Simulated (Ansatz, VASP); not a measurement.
Two plane-wave programs on Te

```
Te
1.0
     0.00000    2.39915    2.45334
     2.39915    0.00000    2.45334
     2.39915    2.39915    0.00000
Te
1
Direct
  0.00000 0.00000 0.00000
```

Change from the starting cell: z stretched by +1.5 % at fixed volume, PAW files.

Alike in both runs: task electric field gradients; functional PBE; k mesh 14 × 14 × 14; occupations fermi-dirac, width 0.05 eV; no spin polarisation.

|  | VASP | Ansatz |
| --- | --- | --- |
| version | VASP 6.6.1 | Ansatz 0.2.0 |
| potentials or method | VASP PAW PBE potentials, release 64 (Te) | PAW with Ansatz's default frozen-core files, scalar-relativistic |
| plane-wave cutoff (eV) | 400 | 420 |
| valence electrons in the cell | 6 | 16 |

```tsv
	VASP	Ansatz	Ansatz less VASP
pressure (GPa)	-0.1	0.0	+0.11
traceless stress, the component that is largest in VASP (GPa)	0.34	0.34	-0.001
size of Vzz on the site where it differs most (V/Å²)	17.4	18.0	+0.60
```

VASP's potentials hold 6 valence electrons a cell and Ansatz's 16, so a difference there can come from the potentials and not from the codes.

Neither program's run includes spin-orbit coupling.
